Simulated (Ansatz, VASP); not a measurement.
## Two plane-wave programs on Si2Mo

```
Si Mo
1.0
    -1.56996    1.56996    9.40641
     1.56996   -1.56996    9.40641
     1.56996    1.56996   -9.40641
Si Mo
4 2
Direct
  0.43017 0.43017 0.00000
  0.18017 0.68017 0.50000
  0.31983 0.81983 0.50000
  0.56983 0.56983 0.00000
  0.00000 0.00000 0.00000
  0.75000 0.25000 0.50000
```

Alike in both runs: functional PBE; k mesh 6 × 6 × 6; occupations gaussian, width 0.1 eV; no spin polarisation.

Ansatz relaxed the structure, and its values are those at the end. VASP's run is a single point on that final structure, the one shown.

|  | VASP | Ansatz |
| --- | --- | --- |
| version | VASP 6.6.1 | Ansatz 0.2.0 |
| potentials or method | VASP PAW PBE potentials, release 64 (Si, Mo_sv), cutoff 520 eV | scalar-relativistic, plane waves, PAW |
| valence electrons in the cell | 44 | 44 |

Ansatz gave:

* gap on the k mesh at the Fermi level (eV): none
* pressure (GPa): 0.0
* rms of the force components (eV/Å): 0.003

Question: What did VASP give for the same quantities?

Answer: gap on the k mesh at the Fermi level (eV): none; pressure (GPa): 0.1; rms of the force components (eV/Å): 0.005.

A gap of «none» marks a metal or a gap that the smearing closes. The functional is the same, so the differences come from potentials, cutoffs and numerics.

The k mesh is coarse, so the values compare programs but aren't converged.
